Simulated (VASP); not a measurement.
Write the native input for VASP 6.6.1 that does the following.

```
Task                   : single point
Functional             : PBEsol
Dispersion             : D4
Potentials or basis    : VASP PAW PBE potentials, release 64 (Mg)
Cutoff                 : 600 eV
k mesh                 : 10 × 10 × 5
Occupations            : fermi-dirac, width 0.05 eV
Spin                   : no spin polarisation
Dipole correction      : no
Further INCAR settings : ALGO = Normal; EDIFF = 1e-06; NBANDS = 9
```

The structure of Mg lies in POSCAR:

```
Mg
1.0
    3.1737846995      0.0000000000      0.0000000000
   -1.5868923498      2.7485781759      0.0000000000
    0.0000000000      0.0000000000      5.3256570569
Mg
2
Direct
    0.6666666667      0.3333333333      0.7500000000
    0.3333333333      0.6666666667      0.2500000000
```

The input as run:

INCAR

```
SYSTEM = Mg
PREC = Accurate ; ENCUT = 600
EDIFF = 1E-6 ; ISMEAR = -1
SIGMA = 0.05 ; LREAL = .False.
LASPH = .True. ; NELM = 120
ALGO = Normal ; ISIF = 2
LWAVE = .False. ; LCHARG = .False.
GGA = PS ; IVDW = 13
NBANDS = 9 ; GGA_COMPAT = .False.
```

KPOINTS

```
Automatic mesh
0
Gamma
  10 10 5
  0 0 0
```

Potentials or basis: VASP PAW PBE potentials, release 64 (Mg).

Run with:

```sh
$ cat potpaw_PBE.64/Mg/POTCAR > POTCAR
$ mpirun -np 1 vasp_std > vasp.out
```

It gave:

- Pressure: -0.1 GPa
- Band gap on the k mesh: zero (band 2 reaches 3.09 eV, above the bottom of band 3 at 0.99 eV)
- Dispersion energy per atom: -0.093 eV

Caveat: the PAW data sets were made with another functional, which shifts forces and pressure a little; pairwise dispersion overbinds metals, which lowers pressure and volume.

Wall time 18 s on 1 thread of Intel(R) Xeon(R) Platinum 8488C (Sapphire Rapids) (shared host), peak memory 0.19 GiB.
